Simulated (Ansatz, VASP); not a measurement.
**Two plane-wave programs on MnO**

Contents of INCAR:

```
ALGO = Normal
EDIFF = 1E-6
ENCUT = 700
GGA = PE
GGA_COMPAT = False
ISIF = 2
ISMEAR = 0
ISPIN = 2
LASPH = True
LCHARG = True
LDAU = True
LDAUJ = 0 0
LDAUL = 2 -1
LDAUPRINT = 1
LDAUTYPE = 2
LDAUU = 3.9 0
LELF = True
LMAXMIX = 4
LORBIT = 11
LREAL = False
LVHAR = True
LWAVE = False
MAGMOM = 5 0
NBANDS = 22
NELM = 200
PREC = Accurate
SIGMA = 0.05
```

KPOINTS

```
k-points
0
Gamma
  10 10 10
```

Contents of POSCAR:

```
MnO
1.0
    0.0000000000      2.2220003343      2.2220003343
    2.2220003343      0.0000000000      2.2220003343
    2.2220003343      2.2220003343      0.0000000000
Mn O
1 1
Direct
    0.0000000000      0.0000000000      0.0000000000
    0.5000000000      0.5000000000      0.5000000000
```

Input for Ansatz:

```yaml
crystal:
  lattice:
    - [0.0, 2.2220003343, 2.2220003343]
    - [2.2220003343, 0.0, 2.2220003343]
    - [2.2220003343, 2.2220003343, 0.0]
  atoms:
    - { symbol: Mn, position: [0.0, 0.0, 0.0], spin: 5.0 }
    - { symbol: O, position: [0.5, 0.5, 0.5] }
basis:
  ecutwfc: 420
  ecutrho_ratio: 4
kpoints:
  mp_grid: { grid: [10, 10, 10] }
hamiltonian:
  xc: pbe
  hubbard: { sites: [{ species: Mn, l: d, u_eff: 3.9 }] }
scf:
  occupations: { method: gaussian, width: 0.05 }
  lower_state_search: "off"
output:
  forces: true
  stress: true
  eigenvalues: true
  populations: true
  hubbard: { sites: [{ species: Mn, l: d }] }
magnetization:
  spin_polarized: true
checkpoint:
  read: start.run
  write: ck
  compress: false
  write_wavefunctions: false
  write_every: 100000
```

Alike in both runs: task single point; functional PBE; k mesh 10 × 10 × 10; occupations gaussian, width 0.05 eV; collinear spin; Hubbard terms Mn d U = 3.9 eV.

```csv
,VASP,Ansatz
version,VASP 6.6.1,Ansatz 0.2.0
potentials or method,"VASP PAW PBE potentials, release 64 (Mn_sv, O), cutoff 700 eV","scalar-relativistic, plane waves, PAW"
valence electrons in the cell,21,21
```

|  | VASP | Ansatz | Ansatz less VASP |
| --- | --- | --- | --- |
| gap on the k mesh at the Fermi level (eV) | 0.17 | 0.13 | -0.041 |
| least direct gap on the mesh (eV) | 2.73 | 2.59 | -0.136 |
| pressure (GPa) | 6.5 | 9.6 | +3.01 |
| net moment per atom (μB) | 2.50 | 2.50 | 0.000 |
| size of the moment on the site where the two differ most (μB) | 4.50 | 4.28 | -0.222 |

Site moments also hang on the region over which each program counts them. The programs project onto different local orbitals, so the same U acts differently, and such runs can settle in different states. Ansatz's warnings: stability check not made.
